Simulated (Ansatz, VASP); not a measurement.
# CdF2: VASP beside Ansatz

```
Cd F
1.0
     0.00000    2.69400    2.69400
     2.69400    0.00000    2.69400
     2.69400    2.69400    0.00000
Cd F
1 2
Direct
  0.01624 0.98376 0.01624
  0.25000 0.25000 0.25000
  0.75000 0.75000 0.75000
```

Change from the starting cell: all Cd atoms moved +0.087 Å, as atom 1 along Cartesian [0 1 0].

Alike in both runs: task single point; functional PBEsol; k mesh 8 × 8 × 8; occupations gaussian, width 0.05 eV; no spin polarisation.

|  | VASP | Ansatz |
| --- | --- | --- |
| version | VASP 6.6.1 | Ansatz 0.2.0 |
| potentials or method | VASP PAW PBE potentials, release 64 (Cd, F), cutoff 520 eV | scalar-relativistic, plane waves, PAW |
| valence electrons in the cell | 26 | 34 |

|  | VASP | Ansatz | Ansatz less VASP |
| --- | --- | --- | --- |
| gap on the k mesh at the Fermi level (eV) | 2.90 | 2.93 | +0.033 |
| least direct gap on the mesh (eV) | 3.39 | 3.42 | +0.031 |
| pressure (GPa) | 1.0 | 0.2 | -0.81 |
| traceless stress, the component that is largest in VASP (GPa) | -0.22 | -0.19 | +0.031 |
| rms of the force components (eV/Å) | 0.191 | 0.170 | -0.0207 |

VASP's potentials were made for PBE, not for PBEsol. Atom by atom the forces differ by 0.021 eV/Å (rms over components). With one functional, cell and mesh, what is left measures potentials, basis and numerics. VASP's potentials hold 26 valence electrons a cell and Ansatz's 34, so a difference there can come from the potentials and not from the codes.
